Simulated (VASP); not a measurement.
## GaN: single point with PBE

GaN:

```
Ga N
1.0
     3.18000    0.00000    0.00000
    -1.59000    2.75396    0.00000
     0.00000    0.00000    5.16600
Ga N
2 2
Cartesian
  0.0000 1.8360 0.0204
  1.5900 0.9180 2.6034
  0.0000 1.8360 1.9686
  1.5900 0.9180 4.5516
```

```yaml
Program: VASP 6.6.1
Task: single point
Functional: PBE
Potentials_or_basis: VASP PAW PBE potentials, release 64 (Ga_d, N)
Cutoff: 520 eV
k_mesh: 11 × 11 × 6
Occupations: fermi-dirac, width 0.02 eV
Spin: no spin polarisation
```

```json
{"Pressure": "7.3 GPa", "Band gap on the k mesh": "1.99 eV"}
```

Stress tensor (GPa, compression positive):
```
7.03 0.00 0.00
0.00 7.03 0.00
0.00 0.00 7.89
```

Levels at points of the mesh, in eV from the valence-band top:
| k point | band 16 | band 17 | band 18 | band 19 | band 20 | band 21 |
| --- | --- | --- | --- | --- | --- | --- |
| (0.00, 0.00, 0.00) | -0.03 | 0.00 | 0.00 | 1.99 | 4.29 | 9.28 |
| (0.00, 0.00, 0.50) | -0.54 | -0.54 | -0.54 | 4.31 | 4.31 | 8.54 |

It took 62 s on 1 thread of Intel Xeon 8259CL, with other jobs on the host, peak memory 0.2 GiB.

Caveat: the cell stands under pressure.
